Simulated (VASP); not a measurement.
**MgCd2S3: single point with PBE**

MgCd2S3:

```
CELL_PARAMETERS angstrom
4.14656 -0.01021 0.00697
-2.08220 3.58934 -0.00265
0.03379 0.00502 20.23156
ATOMIC_POSITIONS crystal
Mg 0.66489 0.33085 0.16562
Mg 0.67046 0.33680 0.66559
Cd 0.99820 0.99899 0.00248
Cd 0.00012 0.00032 0.50244
Cd 0.33387 0.66407 0.33173
Cd 0.33329 0.66723 0.83173
S 0.33321 0.66734 0.45831
S 0.33128 0.66614 0.95836
S 0.66678 0.33162 0.28744
S 0.66637 0.33457 0.78740
S 0.99808 0.99829 0.12950
S 0.00344 0.00378 0.62940
```

- Program: VASP 6.6.1
- Task: single point
- Functional: PBE
- Potentials or basis: VASP PAW PBE potentials, release 64 (Mg, Cd, S)
- Cutoff: 520 eV
- k mesh: 6 × 6 × 1
- Occupations: gaussian, width 0.1 eV
- Spin: no spin polarisation

```
Pressure               : 0.1 GPa
Largest force          : 0.037 eV/Å
Band gap on the k mesh : 1.52 eV
```

Forces on the atoms (eV/Å):
```
Mg   0.002  0.005  0.002
Mg  -0.002 -0.005 -0.004
Cd   0.003 -0.004  0.026
Cd   0.004 -0.003  0.021
Cd  -0.004  0.004 -0.010
Cd   0.000 -0.001 -0.008
S    0.000  0.004 -0.013
S    0.000  0.005 -0.018
S   -0.001 -0.002 -0.031
S    0.003  0.002 -0.027
S    0.000 -0.003  0.026
S   -0.005 -0.003  0.036
```

Stress tensor (GPa, compression positive):
```
 0.04  0.08 -0.01
 0.08  0.13 -0.02
-0.01 -0.02  0.14
```

Levels at points of the mesh, in eV from the valence-band top:
```
           k point  band 41  band 42  band 43  band 44  band 45  band 46  band 47  band 48
(0.00, 0.00, 0.00)    -0.07    -0.05    -0.02     0.00     1.52     2.41     2.74     3.15
(0.50, 0.00, 0.00)    -1.08    -0.87    -0.73    -0.70     3.27     3.52     3.95     4.04
(0.00, 0.50, 0.00)    -1.08    -0.87    -0.74    -0.69     3.27     3.52     3.96     4.05
(0.50, 0.50, 0.00)    -1.05    -0.84    -0.74    -0.67     3.29     3.53     3.98     4.07
```

Wall time 4.4 min on 1 thread of Intel(R) Xeon(R) Platinum 8488C (Sapphire Rapids), with other jobs on the host, peak memory 0.54 GiB.
